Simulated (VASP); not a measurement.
# Si6HC in VASP: single point with PBEsol

Aim: the single point of Si6HC with PBEsol.

Everything below comes from runs of VASP 6.6.1. Logs are shortened: lines on timing, memory, paths and dates and some standing lists are left out, and cuts for length are marked.

## 1. The cell of the first run

The cell holds a slab with vacuum, 8 atoms: a = 3.842 Å, b = 3.842 Å, c = 27.158 Å, α = 90.00°, β = 90.00°, γ = 120.00°.

## 2. Single point, PBEsol, collinear spin

INCAR reads:

```
PREC = Accurate ; ENCUT = 520
EDIFF = 1E-6 ; ISMEAR = 0
SIGMA = 0.05 ; LREAL = F
LASPH = T ; NELM = 200
ALGO = Normal ; ISIF = 2
LWAVE = F ; LCHARG = F
ISPIN = 2 ; MAGMOM = 0 0 0 0 0 0 1 0
LORBIT = 11 ; LDIPOL = T
IDIPOL = 3 ; DIPOL = 0.5 0.5 0.486
GGA = PS ; NBANDS = 28
GGA_COMPAT = F ; NELMDL = -8
```

KPOINTS reads:

```
regular mesh
0
Gamma
  9 9 1
```

POSCAR reads:

```
Si6HC
1.0
    3.8417168319      0.0000000000      0.0000000000
   -1.9208584160      3.3270243706      0.0000000000
    0.0000000000      0.0000000000     27.1576844809
Si C H
6 1 1
Direct
    0.3333333333      0.6666666666      0.3129869193
    0.0000000000      0.0000000000      0.3418622516
    0.0000000000      0.0000000000      0.4284882485
    0.6692989770      0.3346494885      0.4573772992
    0.4368036976      0.2184018488      0.5382262889
    0.2297086040      0.6148543020      0.5742852962
   -0.2704763105      0.3647618447      0.5986039222
   -0.3985531795      0.3007234103      0.6356721565
```

Potentials or basis: VASP PAW PBE potentials, release 64 (Si, C, H).

Launch:

```bash
cat potpaw_PBE.64/Si/POTCAR potpaw_PBE.64/C/POTCAR potpaw_PBE.64/H/POTCAR > POTCAR
mpirun -np 1 vasp_std > vasp.out
```

OUTCAR:

```text
PREC = Accurate
   ENCUT = 520
   EDIFF = 1E-6
   ISMEAR = 0
   LREAL = F
   LASPH = T
   NELM = 200
   ISIF = 2
   ISPIN = 2
   LORBIT = 11
   GGA = PS
   NELMDL = -8

 ion  position               nearest neighbor table
   1  0.333  0.667  0.313-   2 2.35   2 2.35   2 2.35
   2  0.000  0.000  0.342-   3 2.35   1 2.35   1 2.35   1 2.35
   3  0.000  0.000  0.428-   4 2.35   4 2.35   2 2.35   4 2.36
   4  0.669  0.335  0.457-   5 2.33   3 2.35   3 2.35   3 2.36
   5  0.437  0.218  0.538-   7 1.91   6 2.26   6 2.26   4 2.33   6 2.81
   6  0.230  0.615  0.574-   7 1.79   5 2.26   5 2.26   5 2.81
   7  0.730  0.365  0.599-   8 1.09   6 1.79   5 1.91
   8  0.601  0.301  0.636-   7 1.09

  LATTYP: Found a hexagonal cell.
 ALAT       =     3.8417168319
 C/A-ratio  =     7.0691531076

  Lattice vectors:

 A1 = (   3.8417168319,   0.0000000000,   0.0000000000)
 A2 = (  -1.9208584160,   3.3270243706,   0.0000000000)
 A3 = (   0.0000000000,   0.0000000000,  27.1576844809)

Analysis of symmetry for initial positions (statically):
=====================================================================
 Subroutine PRICEL returns:
 Original cell was already a primitive cell.

 Routine SETGRP: Setting up the symmetry group for a
 hexagonal supercell.

 Subroutine GETGRP returns: Found  2 space group operations
 (whereof  2 operations were pure point group operations)
 out of a pool of 24 trial point group operations.

The static configuration has the point symmetry C_1h.

Analysis of symmetry for dynamics (positions and initial velocities):
=====================================================================
 Subroutine PRICEL returns:
 Original cell was already a primitive cell.

 Routine SETGRP: Setting up the symmetry group for a
 hexagonal supercell.

 Subroutine GETGRP returns: Found  2 space group operations
 (whereof  2 operations were pure point group operations)
 out of a pool of 24 trial point group operations.

The dynamic configuration has the point symmetry C_1h.

Analysis of structural, dynamic, and magnetic symmetry:
=====================================================================
 Subroutine PRICEL returns:
 Original cell was already a primitive cell.

 Routine SETGRP: Setting up the symmetry group for a
 hexagonal supercell.

 Subroutine GETGRP returns: Found  2 space group operations
[... 162 lines left out ...]
  ---------------------------------------------------
  free energy    TOTEN  =       -43.29928846 eV

  energy without entropy =      -43.29369425  energy(sigma->0) =      -43.29649135

 E-fermi :  -0.3862     XC(G=0):  -4.1304

 val. band max:       -0.4062231753   @ k =  -0.1111   0.4444   0.0000
 cond. band min:      -0.3466331664   @ k =  -0.2222   0.4444   0.0000
 fundamental gap:      0.0595900089
 Fermi energy:        -0.3862220427

 spin component 1

 k-point     1 :       0.0000    0.0000    0.0000
  band No.  band energies     occupation
      1     -14.6165      1.00000
      2     -12.0978      1.00000
      3     -10.8009      1.00000
      4      -9.5146      1.00000
      5      -6.7105      1.00000
      6      -5.4636      1.00000
[... 685 lines left out ...]
     25       5.1556      0.00000
     26       5.7809      0.00000

 [... further k-points ...]

 spin component 2

 k-point     1 :       0.0000    0.0000    0.0000
  band No.  band energies     occupation
      1     -14.6165      1.00000
      2     -12.0978      1.00000
      3     -10.8009      1.00000
      4      -9.5146      1.00000
      5      -6.7105      1.00000
      6      -5.4636      1.00000
[... 685 lines left out ...]
     25       5.1551      0.00000
     26       5.7803      0.00000

 [... further k-points ...]

 [bands above 26 left out]

------------------------ aborting loop because EDIFF is reached ----------------------------------------

 vacuum level on the upper side and lower side of the slab       (xc-potential included)        -0.735         0.736

  FORCE on cell =-STRESS in cart. coord.  units (eV):
  Direction    XX          YY          ZZ          XY          YZ          ZX
  --------------------------------------------------------------------------------------
  -------------------------------------------------------------------------------------
  Total        0.6559834      1.3720814     -0.1816173     -0.6201590      0.0295931      0.0512569
  in kB        3.0278154      6.3331004     -0.8382891     -2.8624608      0.1365927      0.2365860
  external PRESSURE =       2.8408756 kB  Pullay stress =       0.0000000 kB

 VOLUME and BASIS-vectors are now :
 -----------------------------------------------------------------------------
  energy-cutoff  :      520.00
  volume of cell :      347.12
      direct lattice vectors                 reciprocal lattice vectors
     3.841716832  0.000000000  0.000000000     0.260300289  0.150284442  0.000000000
    -1.920858416  3.327024371  0.000000000     0.000000000  0.300568883  0.000000000
     0.000000000  0.000000000 27.157684481     0.000000000  0.000000000  0.036821991

 POSITION                                       TOTAL-FORCE (eV/Angst)
 -----------------------------------------------------------------------------------
     -0.00000      2.21802      8.50000        -0.078216     -0.045158      0.619622
      0.00000      0.00000      9.28419         0.036068      0.020824     -0.648085
      0.00000      0.00000     11.63675         0.058091      0.033539      0.031894
      1.92844      1.11339     12.42131         0.001233      0.000712     -0.044329
      1.25856      0.72663     14.61698         0.028860      0.016662     -0.049631
     -0.29857      2.04564     15.59626        -0.020624     -0.011907      0.020197
      2.10197      1.21357     16.25670        -0.027479     -0.015865      0.031269
      1.73294      1.00051     17.26338         0.002069      0.001194      0.039063
 -----------------------------------------------------------------------------------
    total drift:                               -0.000120     -0.000070      0.000121

  FREE ENERGIE OF THE ION-ELECTRON SYSTEM (eV)
  ---------------------------------------------------
  free  energy   TOTEN  =       -43.2992884552 eV

  energy  without entropy=      -43.2936942463  energy(sigma->0) =      -43.29649135

 vacuum level on the upper side and lower side of the slab         3.024         4.520

 total charge

# of ion       s       p       d       tot
------------------------------------------
    1        0.804   0.844   0.000   1.647
    2        0.755   0.917   0.000   1.672
    3        0.768   0.901   0.000   1.669
    4        0.763   0.923   0.000   1.686
    5        0.766   0.934   0.000   1.700
    6        0.786   0.892   0.000   1.678
    7        0.859   1.595   0.000   2.454
    8        0.607   0.050   0.000   0.656
--------------------------------------------------
tot          6.107   7.056   0.000  13.163

 magnetization (x)

# of ion       s       p       d       tot
------------------------------------------
    1       -0.000  -0.000   0.000  -0.000
    2       -0.000  -0.000   0.000  -0.000
    3       -0.000  -0.000   0.000  -0.000
    4       -0.000  -0.000   0.000  -0.000
    5        0.000   0.000   0.000   0.000
    6        0.000  -0.000   0.000   0.000
    7       -0.000   0.000   0.000   0.000
    8        0.000   0.000   0.000   0.000
--------------------------------------------------
tot         -0.000  -0.000   0.000  -0.000
```

OSZICAR:

```text
N       E                     dE             d eps       ncg     rms          rms(c)
DAV:   1     0.127219846327E+03    0.12722E+03   -0.95102E+03  2800   0.761E+02
DAV:   2    -0.300597509103E+02   -0.15728E+03   -0.14831E+03  4060   0.147E+02
DAV:   3    -0.454039559649E+02   -0.15344E+02   -0.14914E+02  3632   0.442E+01
[... 33 lines left out ...]
DAV:  37    -0.432992752652E+02   -0.21419E-04   -0.94372E-08  2652   0.144E-03    0.521E-04
DAV:  38    -0.432992826964E+02   -0.74312E-05   -0.81770E-08  2824   0.118E-03    0.300E-04
DAV:  39    -0.432992855452E+02   -0.28489E-05   -0.43627E-08  2588   0.988E-04    0.174E-04
DAV:  40    -0.432992875901E+02   -0.20449E-05   -0.27250E-08  2664   0.709E-04    0.779E-05
DAV:  41    -0.432992884552E+02   -0.86505E-06   -0.13802E-08  2664   0.465E-04
   1 F= -.43299288E+02 E0= -.43296491E+02  d E =-.559421E-02  mag=     0.0000
```

stdout:

```text
POSCAR found type information on POSCAR SiC H
 POSCAR found :  3 types and       8 ions
 scaLAPACK will be used
 -----------------------------------------------------------------------------
|                                                                             |
|                                                                             |
|     You enforced a specific xc type in the INCAR file but a different       |
|     I HOPE YOU KNOW WHAT YOU ARE DOING!                                     |
|                                                                             |
 -----------------------------------------------------------------------------

 LDA part: xc-table for (Slater+PW92), standard interpolation
 POSCAR, INCAR and KPOINTS ok, starting setup
 FFT: planning ... GRIDC
 FFT: planning ... GRID_SOFT
 FFT: planning ... GRID
 WAVECAR not read
 entering main loop
```

Run time: 15 min. Hardware: 1 thread of Intel Xeon 6975P-C (Granite Rapids), shared host; peak memory 0.85 GiB.

Results:

```
Free energy                                           : -43.2993 eV
Largest force                                         : 0.649 eV/Å
Net moment                                            : 0.00 μB per cell
Valence electrons inside the program's atomic spheres : Si 1.65, 1.67, 1.69, 1.70, 1.68 (each value once); C 2.45; H 0.66
```

Forces on the atoms (eV/Å):
```
Si  -0.078 -0.045  0.620
Si   0.036  0.021 -0.648
Si   0.058  0.034  0.032
Si   0.001  0.001 -0.044
Si   0.029  0.017 -0.050
Si  -0.021 -0.012  0.020
C   -0.027 -0.016  0.031
H    0.002  0.001  0.039
```

Levels at points of the mesh, in eV from the Fermi level:
Spin up:
| k point | band 11 | band 12 | band 13 | band 14 | band 15 | band 16 | band 17 | band 18 | band 19 | band 20 |
| --- | --- | --- | --- | --- | --- | --- | --- | --- | --- | --- |
| (0.00, 0.00, 0.00) | -1.06 | -0.73 | -0.31 | -0.22 | -0.17 | 0.82 | 1.46 | 2.19 | 2.59 | 2.70 |
Spin down:
```csv
k point,band 13,band 14,band 15,band 16,band 17,band 18
"(0.00, 0.00, 0.00)",-0.31,-0.22,-0.17,0.82,1.46,2.19
```

Caveat: the PAW data sets were made with another functional, which shifts forces and pressure a little.
